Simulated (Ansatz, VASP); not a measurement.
## KCl in VASP and in Ansatz

INCAR

```
PREC     = Accurate       # precision mode
ENCUT    = 520            # plane-wave cutoff, eV
EDIFF    = 1E-6           # SCF threshold, eV
ISMEAR   = 0              # smearing method
SIGMA    = 0.05           # smearing width, eV
LREAL    = F              # projectors in reciprocal space
LASPH    = T              # aspherical terms in the spheres
NELM     = 100            # most SCF steps
ALGO     = Normal         # electronic algorithm
ISIF     = 2              # what is computed and relaxed
LWAVE    = F              # write WAVECAR
LCHARG   = T              # write CHGCAR
GGA      = PE             # functional
LELF     = T              # ELF
LVHAR    = T            
NBANDS   = 15             # bands
```

Contents of KPOINTS:

```
Automatic mesh
0
Gamma
  6 6 6
```

File POSCAR:

```
KCl
1.0
    0.0000000000      3.0140755000      3.1561000000
    3.0140755000      0.0000000000      3.1561000000
    3.0140755000      3.0140755000      0.0000000000
K Cl
1 1
Direct
    0.0000000000      0.0000000000      0.0000000000
    0.5000000000      0.5000000000      0.5000000000
```

Input for Ansatz:

```yaml
crystal:
  lattice:
    - [0.0, 3.0140755, 3.1561]
    - [3.0140755, 0.0, 3.1561]
    - [3.0140755, 3.0140755, 0.0]
  atoms:
    - { symbol: K, position: [0.0, 0.0, 0.0] }
    - { symbol: Cl, position: [0.5, 0.5, 0.5] }
basis:
  ecutwfc: 420
kpoints:
  mp_grid: { grid: [6, 6, 6] }
hamiltonian:
  xc: pbe
scf:
  occupations: { method: gaussian, width: 0.05 }
output:
  forces: true
  stress: true
  eigenvalues: true
```

Change from the starting cell: strain -0.0450 x Voigt [1, 1, 0, 0, 0, 0], atoms carried along.

Alike in both runs: task single point; functional PBE; k mesh 6 × 6 × 6; occupations gaussian, width 0.05 eV; no spin polarisation.

```csv
,VASP,Ansatz
version,VASP 6.6.1,Ansatz 0.2.0
potentials or method,"VASP PAW PBE potentials, release 64 (K_sv, Cl), cutoff 520 eV","scalar-relativistic, plane waves, PAW"
valence electrons in the cell,16,16
```

VASP gave:

- gap on the k mesh at the Fermi level (eV): 5.46
- least direct gap on the mesh (eV): 5.46
- pressure (GPa): 2.9
- traceless stress, the component that is largest in VASP (GPa): -1.66

Task: Which values does Ansatz return?

Result: gap on the k mesh at the Fermi level (eV): 5.46; least direct gap on the mesh (eV): 5.46; pressure (GPa): 2.9; traceless stress, the component that is largest in VASP (GPa): -1.63.

The functional is the same, so the differences come from potentials, cutoffs and numerics.
